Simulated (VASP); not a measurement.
WC:

```
W C
1.0
     2.92168    0.00000    0.00000
    -1.46084    2.53025    0.00000
     0.00000    0.00000    2.84705
W C
1 1
Direct
  0.00000 0.00000 0.00000
  0.66667 0.33333 0.50000
```

- Program: VASP 6.6.1
- Task: relaxation of cell and atoms
- Functional: PBE
- Dispersion: D3(BJ)
- Potentials or basis: VASP PAW PBE potentials, release 64 (W_sv, C)
- Cutoff: 600 eV
- k mesh: 18 × 18 × 14
- Occupations: gaussian, width 0.1 eV
- Spin: no spin polarisation

At the start: pressure -6.1 GPa; volume 10.52 Å³/atom.

Task: How do energy, volume and symmetry change on relaxing?

Result: Over 6 steps the energy falls by 3.3 meV/atom and the volume is 10.36 Å³/atom (-1.6 %); space group P-6m2 (No. 187, to 0.05 Å).

The path:
| step | energy change (eV) | largest force (eV/Å) | pressure (GPa) | volume (Å³) |
| --- | --- | --- | --- | --- |
| 1 | 0.0000 | 0.0000 | -6.14 | 21.05 |
| 2 | 0.0432 | 0.0000 | 18.96 | 19.84 |
| 3 | -0.0064 | 0.0000 | -0.07 | 20.72 |
| 4 | -0.0064 | 0.0000 | 0.02 | 20.72 |
| 5 | -0.0064 | 0.0000 | 0.00 | 20.71 |
| 6 | -0.0065 | 0.0000 | 0.01 | 20.71 |

Final structure:
```cif
data_structure
_symmetry_space_group_name_H-M 'P 1'
_symmetry_Int_Tables_number 1
_cell_length_a 2.9043
_cell_length_b 2.9043
_cell_length_c 2.8354
_cell_angle_alpha 90.000
_cell_angle_beta 90.000
_cell_angle_gamma 120.000
_cell_volume 20.71
loop_
_atom_site_label
_atom_site_type_symbol
_atom_site_fract_x
_atom_site_fract_y
_atom_site_fract_z
_atom_site_occupancy
W1 W 0.00000 0.00000 0.00000 1
C1 C 0.66667 0.33333 0.50000 1
```

Caveat: pairwise dispersion overbinds metals, which lowers pressure and volume.
